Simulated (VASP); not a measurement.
# Zn (P6_3/mmc) in VASP: a series of runs

The runs below take Zn through single point, relaxation of cell and atoms, with PBE.

All numbers are computed with VASP 6.6.1; they aren't measurements. Logs are shortened: lines on timing, memory, paths and dates and some standing lists are left out, and cuts for length are marked.

**1. The cell of the first run**

The structure is hexagonal, space group P6_3/mmc (No. 194). Conventional cell: a = 2.636 Å, b = 2.636 Å, c = 5.093 Å, α = 90.00°, β = 90.00°, γ = 120.00°. Zn (site symmetry -6m2) has 12 Zn at 2.64 to 2.97 Å within 3.5 Å.

**2. Single point, PBE**

Contents of INCAR:

```
SYSTEM = Zn
  PREC = Accurate
  ENCUT = 520
  EDIFF = 1E-6
  ISMEAR = -1
  SIGMA = 0.08
  LREAL = .False.
  LASPH = .True.
  NELM = 100
  ALGO = Normal
  ISIF = 2
  LWAVE = .False.
  LCHARG = .False.
  GGA = PE
  NBANDS = 19
```

Contents of KPOINTS:

```
regular mesh
0
Gamma
  16 16 7
  0 0 0
```

Contents of POSCAR:

```
Zn
1.0
    1.3178132697     -2.2825195379      0.0000000000
    1.3178132696      2.2825195379      0.0000000000
    0.0000000000      0.0000000000      5.0925371633
Zn
2
Direct
    0.6666666670      0.3333333330      0.2500000000
    0.3333333330      0.6666666670      0.7500000000
```

Potentials or basis: VASP PAW PBE potentials, release 64 (Zn).

The run is started by

```sh
cat potpaw_PBE.64/Zn/POTCAR > POTCAR
mpirun -np 1 vasp_std > vasp.out
```

OUTCAR:

```text
SYSTEM = Zn
   PREC = Accurate
   ENCUT = 520
   EDIFF = 1E-6
   ISMEAR = -1
   LREAL = .False.
   LASPH = .True.
   NELM = 100
   ISIF = 2
   GGA = PE

 ion  position               nearest neighbor table
   1  0.667  0.333  0.250-   2 2.97   2 2.97   2 2.97   2 2.97   2 2.97   2 2.97
   2  0.333  0.667  0.750-   1 2.97   1 2.97   1 2.97   1 2.97   1 2.97   1 2.97

  LATTYP: Found a hexagonal cell.
 ALAT       =     2.6356265393
 C/A-ratio  =     1.9321922463

  Lattice vectors:

 A1 = (   1.3178132697,  -2.2825195379,   0.0000000000)
 A2 = (   1.3178132696,   2.2825195379,   0.0000000000)
 A3 = (   0.0000000000,   0.0000000000,   5.0925371633)

Analysis of symmetry for initial positions (statically):
=====================================================================
 Subroutine PRICEL returns:
 Original cell was already a primitive cell.

 Routine SETGRP: Setting up the symmetry group for a
 hexagonal supercell.

 Subroutine GETGRP returns: Found 24 space group operations
 (whereof 12 operations were pure point group operations)
 out of a pool of 24 trial point group operations.

The static configuration has the point symmetry D_3d.
 The point group associated with its full space group is D_6h.

Analysis of symmetry for dynamics (positions and initial velocities):
=====================================================================
 Subroutine PRICEL returns:
 Original cell was already a primitive cell.

 Routine SETGRP: Setting up the symmetry group for a
 hexagonal supercell.

 Subroutine GETGRP returns: Found 24 space group operations
 (whereof 12 operations were pure point group operations)
 out of a pool of 24 trial point group operations.

The dynamic configuration has the point symmetry D_3d.
 The point group associated with its full space group is D_6h.

 Subroutine INISYM returns: Found 24 space group operations
 (whereof 12 operations are pure point group operations),
 and found     1 'primitive' translations

----------------------------------------------------------------------------------------

                                     Primitive cell

  volume of cell :      30.6360

  direct lattice vectors                    reciprocal lattice vectors
     1.317813270 -2.282519538  0.000000000     0.379416425 -0.219056175  0.000000000
     1.317813270  2.282519538  0.000000000     0.379416425  0.219056175  0.000000000
     0.000000000  0.000000000  5.092537163     0.000000000  0.000000000  0.196365774

[... 81 lines left out ...]
   ENCUT  =  520.0 eV  38.22 Ry    6.18 a.u.   4.90  4.90  9.47*2*pi/ulx,y,z
   NELM   =    100;   NELMIN=  2; NELMDL= -5     # of ELM steps
   EDIFF  = 0.1E-05   stopping-criterion for ELM
   LREAL  =      F    real-space projection
   EDIFFG = 0.1E-04   stopping-criterion for IOM
   NSW    =      0    number of steps for IOM
   IBRION =     -1    ionic relax: 0-MD 1-quasi-New 2-CG
   NFREE  =      0    steps in history (QN), initial steepest desc. (CG)
   ISIF   =      2    stress and relaxation
   ISYM   =      2    0-nonsym 1-usesym 2-fastsym
   POTIM  = 0.5000    time-step for ionic-motion
   TEBEG  =    0.0;   TEEND  =   0.0 temperature during run
   PSTRESS=    0.0 pullay stress
   NELECT =      24.0000    total number of electrons
   NUPDOWN=      -1.0000    fix difference up-down
   EMIN   =  10.00;   EMAX   =-10.00  energy-range for DOS
   EFERMI =   0.00;   METHOD = LEGACY
   ISMEAR =    -1;   SIGMA  =   0.08  broadening in eV -4-tet -1-fermi 0-gaus
   EFERMI_NEDOS =   21; number of points for ismear=-14 and -15
   IALGO  =     38    algorithm
   IMIX   =      4    mixing-type and parameters
     AMIX     =   0.40;   BMIX     =  1.00
     AMIX_MAG =   1.60;   BMIX_MAG =  1.00
  volume/ion in A,a.u.               =      15.32       103.37
  Fermi-wavevector in a.u.,A,eV,Ry     =   1.509157  2.851893 30.988010  2.277554
  Thomas-Fermi vector in A             =   2.619516
   LORBIT       =      0    0 simple, 1 ext, 2 COOP (PROOUT), +10 PAW based schemes
   GGA     = PE    functional components
   LHFCALC =     F    Hartree Fock is set to
   AEXX    =    0.0000 exact exchange contribution
   IVDW    =     0    specifies the selected vdW correction
   LEPSILON=     F    determine dielectric tensor
   LRPA    =     F    only Hartree local field effects (RPA)
 non-spin polarized calculation
  energy-cutoff  :      520.00
  volume of cell :       30.64
 maximum number of plane-waves:       841
 NGX is ok and might be reduce to    20
   NGX =  9   NGY =  9   NGZ = 19

 number of electron      24.0000003 magnetization

 Free energy of the ion-electron system (eV)
  ---------------------------------------------------
  ext. energy  EPLUGINS =         0.00000000
  ---------------------------------------------------
  free energy    TOTEN  =        -2.22003322 eV

  energy without entropy =       -2.21086060  energy(sigma->0) =       -2.21544691

 E-fermi :   3.0007     XC(G=0): -11.5038

 val. band max:        2.9816573260   @ k =   0.3750   0.1250   0.0000
 cond. band min:       3.0281962672   @ k =   0.3750   0.0625   0.0000
 fundamental gap:      0.0465389412
 Fermi energy:         3.0007494364

 k-point     1 :       0.0000    0.0000    0.0000
  band No.  band energies     occupation
      1      -7.3006      2.00000
      2      -5.6144      2.00000
      3      -4.9042      2.00000
      4      -4.6317      2.00000
      5      -4.6317      2.00000
      6      -4.5914      2.00000
[... 505 lines left out ...]
      6      -4.5604      2.00000
[... 11 lines left out ...]
     18      14.0538      0.00000
     19      15.6236      0.00000

 [... further k-points ...]

------------------------ aborting loop because EDIFF is reached ----------------------------------------

  FORCE on cell =-STRESS in cart. coord.  units (eV):
  Direction    XX          YY          ZZ          XY          YZ          ZX
  --------------------------------------------------------------------------------------
  -------------------------------------------------------------------------------------
  Total        0.2117475      0.2117475     -0.1811107     -0.0000000      0.0000000     -0.0000000
  in kB       11.0737927     11.0737927     -9.4715750     -0.0000000      0.0000000     -0.0000000
  external PRESSURE =       4.2253368 kB  Pullay stress =       0.0000000 kB

 VOLUME and BASIS-vectors are now :
 -----------------------------------------------------------------------------
  energy-cutoff  :      520.00
  volume of cell :       30.64
      direct lattice vectors                 reciprocal lattice vectors
     1.317813270 -2.282519538  0.000000000     0.379416425 -0.219056175  0.000000000
     1.317813270  2.282519538  0.000000000     0.379416425  0.219056175  0.000000000
     0.000000000  0.000000000  5.092537163     0.000000000  0.000000000  0.196365774

 POSITION                                       TOTAL-FORCE (eV/Angst)
 -----------------------------------------------------------------------------------
      1.31781     -0.76084      1.27313        -0.000000     -0.000000      0.000000
      1.31781      0.76084      3.81940         0.000000      0.000000      0.000000
 -----------------------------------------------------------------------------------
    total drift:                               -0.000000      0.000000      0.000000

  FREE ENERGIE OF THE ION-ELECTRON SYSTEM (eV)
  ---------------------------------------------------
  free  energy   TOTEN  =        -2.2200332232 eV

  energy  without entropy=       -2.2108605990  energy(sigma->0) =       -2.21544691
```

stdout:

```text
POSCAR found type information on POSCAR Zn
 POSCAR found :  1 types and       2 ions
 scaLAPACK will be used
 LDA part: xc-table for (Slater+PW92), standard interpolation
 POSCAR, INCAR and KPOINTS ok, starting setup
 FFT: planning ... GRIDC
 FFT: planning ... GRID_SOFT
 FFT: planning ... GRID
 WAVECAR not read
 entering main loop
```

Run time: 34 s. Hardware: 1 thread of Intel Xeon Platinum 8488C (Sapphire Rapids), shared host; peak memory 0.17 GiB.

What came out:

| Property | Result |
| --- | --- |
| Free energy | -2.2200 eV |
| Pressure | 0.4 GPa |
| Band gap on the k mesh | zero (bands 12 and 13 overlap by 4.61 eV) |

Levels at points of the mesh, in eV from the Fermi level:
```csv
k point,band 10,band 11,band 12,band 13,band 14,band 15
"(0.00, 0.00, 0.00)",-7.04,-7.04,-3.71,-3.43,12.31,16.14
"(0.50, 0.00, 0.00)",-6.81,-2.63,-1.91,2.42,3.62,3.91
```

**3. Single point, PBE**

Contents of INCAR:

```
SYSTEM = Zn
PREC = Accurate
ENCUT = 520
EDIFF = 1E-6
ISMEAR = -1
SIGMA = 0.08
LREAL = .False.
LASPH = .True.
NELM = 100
ALGO = Normal
ISIF = 2
LWAVE = .False.
LCHARG = .True.
GGA = PE
LELF = .True.
LVHAR = .True.
NBANDS = 19
```

Contents of KPOINTS:

```
Automatic mesh
0
Gamma
  18 18 10
  0 0 0
```

Contents of POSCAR:

```
Zn
1.0
    2.6356265393      0.0000000000      0.0000000000
   -1.3178132697      2.2825195379      0.0000000000
    0.0000000000      0.0000000000      5.0925371633
Zn
2
Direct
    0.3333333333      0.6666666667      0.2500000000
    0.6666666667      0.3333333333      0.7500000000
```

Potentials or basis: VASP PAW PBE potentials, release 64 (Zn).

The run is started by

```sh
cat potpaw_PBE.64/Zn/POTCAR > POTCAR
mpirun -np 1 vasp_std > vasp.out
```

OUTCAR:

```text
SYSTEM = Zn
   PREC = Accurate
   ENCUT = 520
   EDIFF = 1E-6
   ISMEAR = -1
   LREAL = .False.
   LASPH = .True.
   NELM = 100
   ISIF = 2
   GGA = PE

 ion  position               nearest neighbor table
   1  0.333  0.667  0.250-   2 2.97   2 2.97   2 2.97   2 2.97   2 2.97   2 2.97
   2  0.667  0.333  0.750-   1 2.97   1 2.97   1 2.97   1 2.97   1 2.97   1 2.97

  LATTYP: Found a hexagonal cell.
 ALAT       =     2.6356265393
 C/A-ratio  =     1.9321922463

  Lattice vectors:

[... 716 lines left out ...]

------------------------ aborting loop because EDIFF is reached ----------------------------------------

  FORCE on cell =-STRESS in cart. coord.  units (eV):
  Direction    XX          YY          ZZ          XY          YZ          ZX
  --------------------------------------------------------------------------------------
  -------------------------------------------------------------------------------------
  Total        0.0844648      0.0844648      0.0288851     -0.0000000      0.0000000      0.0000000
  in kB        4.4172698      4.4172698      1.5106060     -0.0000000      0.0000000      0.0000000
  external PRESSURE =       3.4483818 kB  Pullay stress =       0.0000000 kB

 VOLUME and BASIS-vectors are now :
 -----------------------------------------------------------------------------
  energy-cutoff  :      520.00
  volume of cell :       30.64
      direct lattice vectors                 reciprocal lattice vectors
     2.635626539  0.000000000  0.000000000     0.379416425  0.219056175  0.000000000
    -1.317813270  2.282519538  0.000000000     0.000000000  0.438112351  0.000000000
     0.000000000  0.000000000  5.092537163     0.000000000  0.000000000  0.196365774

 POSITION                                       TOTAL-FORCE (eV/Angst)
 -----------------------------------------------------------------------------------
     -0.00000      1.52168      1.27313        -0.000000     -0.000000      0.000000
      1.31781      0.76084      3.81940         0.000000      0.000000      0.000000
 -----------------------------------------------------------------------------------
    total drift:                               -0.000000      0.000000     -0.000000

  FREE ENERGIE OF THE ION-ELECTRON SYSTEM (eV)
  ---------------------------------------------------
  free  energy   TOTEN  =        -2.2255807939 eV

  energy  without entropy=       -2.2194461540  energy(sigma->0) =       -2.22251347
```

OSZICAR:

```text
N       E                     dE             d eps       ncg     rms          rms(c)
DAV:   1     0.113836920335E+03    0.11384E+03   -0.12370E+04  8692   0.198E+03
DAV:   2     0.273790173062E+01   -0.11110E+03   -0.10762E+03  8498   0.297E+02
DAV:   3    -0.240469892674E+01   -0.51426E+01   -0.51242E+01  9412   0.700E+01
DAV:   4    -0.243524699536E+01   -0.30548E-01   -0.30540E-01  9248   0.559E+00
DAV:   5    -0.243528677996E+01   -0.39785E-04   -0.39784E-04  9218   0.182E-01    0.396E+00
DAV:   6    -0.223886337236E+01    0.19642E+00   -0.77541E-01  9374   0.185E+01    0.296E+00
DAV:   7    -0.222994409007E+01    0.89193E-02   -0.26430E-02 10634   0.272E+00    0.153E+00
DAV:   8    -0.222556219786E+01    0.43819E-02   -0.19346E-03 11293   0.663E-01    0.487E-02
DAV:   9    -0.222557742904E+01   -0.15231E-04   -0.25876E-04 11175   0.203E-01    0.350E-02
DAV:  10    -0.222558093665E+01   -0.35076E-05   -0.23415E-05  8908   0.571E-02    0.282E-03
DAV:  11    -0.222558079394E+01    0.14271E-06   -0.10155E-07  5438   0.331E-03
   1 F= -.22255808E+01 E0= -.22225135E+01  d E =-.613464E-02
```

stdout:

```text
POSCAR found type information on POSCAR Zn
 POSCAR found :  1 types and       2 ions
 scaLAPACK will be used
 LDA part: xc-table for (Slater+PW92), standard interpolation
 POSCAR, INCAR and KPOINTS ok, starting setup
 FFT: planning ... GRIDC
 FFT: planning ... GRID_SOFT
 FFT: planning ... GRID
 WAVECAR not read
 entering main loop
```

Run time: 65 s. Hardware: 1 thread of Intel Xeon Platinum 8488C (Sapphire Rapids), shared host; peak memory 0.22 GiB.

Results:

```
Free energy            : -2.2256 eV
Pressure               : 0.3 GPa
Band gap on the k mesh : zero (bands 12 and 13 overlap by 5.25 eV)
```

Stress tensor (GPa, compression positive):
```
0.44 0.00 0.00
0.00 0.44 0.00
0.00 0.00 0.15
```

**4. Relaxation of cell and atoms, PBE**

This run uses another cell than the first one, of 15.15 Å³/atom.

Contents of INCAR:

```
SYSTEM = Zn
ALGO = Normal
EDIFF = 1E-6
EDIFFG = -0.005
ENCUT = 600
GGA = PE
IBRION = 2
ISIF = 3
ISMEAR = -1
LASPH = .TRUE.
LCHARG = .FALSE.
LREAL = .FALSE.
LWAVE = .FALSE.
NELM = 60
NSW = 60
PREC = Accurate
SIGMA = 0.08
```

Contents of KPOINTS:

```
k-points
0
G
  18 18 10
  0 0 0
```

Contents of POSCAR:

```
Zn
1.0
    2.7850770257      0.0000000000      0.0000000000
   -1.3925385129      2.4119474558      0.0000000000
    0.0000000000      0.0000000000      4.5118247817
Zn
2
Direct
    0.3333333333      0.6666666667      0.2500000000
    0.6666666667      0.3333333333      0.7500000000
```

The run is started by

```sh
cat potpaw_PBE.64/Zn/POTCAR > POTCAR
mpirun -np 1 vasp_std > vasp.out
```

Wall time 15 min (1 thread of Intel Xeon Platinum 8488C (Sapphire Rapids), shared host); peak memory 0.25 GiB.

It converged, with:

- Free energy: -2.2254 eV
- Relaxed volume: 15.39 Å³/atom
- Relaxed cell: a = 2.640 Å, b = 2.640 Å, c = 5.100 Å, α = 90.00°, β = 90.00°, γ = 120.00°
- Space group after relaxing (to 0.1 Å): P6_3/mmc (No. 194)
- Energy gained by relaxing: 17.1 meV/atom
- Ionic steps: 25
- Pressure after relaxing: 0.0 GPa
- Band gap on the k mesh: zero (bands 12 and 13 overlap by 5.24 eV)

Step by step:
```csv
step,energy change (eV),largest force (eV/Å),pressure (GPa),volume (Å³)
1,0.0000,0.0000,-0.77,30.31
2,-0.0013,0.0000,-0.14,29.99
3,-0.0014,0.0000,0.35,29.84
4,-0.0014,0.0000,0.18,29.88
5,-0.0020,0.0000,0.15,29.88
6,-0.0040,0.0000,0.28,29.85
7,-0.0084,0.0000,0.55,29.80
8,-0.0179,0.0000,1.65,29.62
9,0.0345,0.0000,7.29,29.07
10,-0.0220,0.0000,2.23,29.55
11,-0.0145,0.0000,4.23,29.34
12,-0.0231,0.0000,2.71,29.49
13,-0.0229,0.0000,2.96,29.47
14,-0.0229,0.0000,2.87,29.47
15,-0.0231,0.0000,2.73,29.49
16,-0.0233,0.0000,3.11,29.51
17,-0.0236,0.0000,3.08,29.53
18,-0.0245,0.0000,2.93,29.58
19,-0.0262,0.0000,2.60,29.68
20,-0.0290,0.0000,2.12,29.88
21,-0.0328,0.0000,1.10,30.29
22,-0.0333,0.0000,-0.81,31.13
23,-0.0342,0.0000,0.07,30.76
24,-0.0342,0.0000,-0.07,30.79
25,-0.0342,0.0000,-0.01,30.79
```

Final structure:
```
Zn
1.0
     2.64023    0.00000    0.00000
    -1.32011    2.28651    0.00000
     0.00000    0.00000    5.09985
Zn
2
Cartesian
  0.0000 1.5243 1.2750
  1.3201 0.7622 3.8249
```

Levels at points of the mesh, in eV from the Fermi level:
| k point | band 8 | band 9 | band 10 | band 11 | band 12 | band 13 | band 14 | band 15 | band 16 |
| --- | --- | --- | --- | --- | --- | --- | --- | --- | --- |
| (0.00, 0.00, 0.00) | -7.23 | -7.23 | -7.06 | -7.06 | -3.70 | -3.46 | 12.26 | 16.07 | 18.13 |
| (0.50, 0.00, 0.00) | -7.10 | -6.85 | -6.83 | -2.64 | -1.93 | 2.39 | 3.59 | 3.85 | 5.67 |
| (0.00, 0.00, 0.50) | -7.58 | -7.13 | -7.13 | -7.13 | -7.13 | 3.86 | 3.86 | 19.31 | 19.31 |
| (0.50, 0.00, 0.50) | -7.10 | -6.84 | -6.84 | -1.73 | -1.73 | 0.28 | 0.28 | 9.60 | 9.60 |

**5. Overview**

```csv
task,cell,k mesh,cutoff (eV),gap on the mesh (eV),pressure (GPa)
single point,"a = 2.636, b = 2.636, c = 5.093 Å, angles 90.0, 90.0, 120.0°, 2 atoms",16 × 16 × 7,520,none,0.4
single point,"a = 2.636, b = 2.636, c = 5.093 Å, angles 90.0, 90.0, 120.0°, 2 atoms",18 × 18 × 10,520,none,0.3
relaxation of cell and atoms,"relaxed from a = 2.785, b = 2.785, c = 4.512 Å, angles 90.0, 90.0, 120.0°, 2 atoms",18 × 18 × 10,600,none,0.0
```

Alike in all rows: level PBE; potentials or basis VASP PAW PBE potentials, release 64 (Zn); no spin polarisation; smearing fermi-dirac 0.08 eV.

Total energies depend on the potentials used, so only differences within one code and one set of settings carry meaning.

The gap in the log of VASP goes by the Fermi energy; the results here count the filled bands.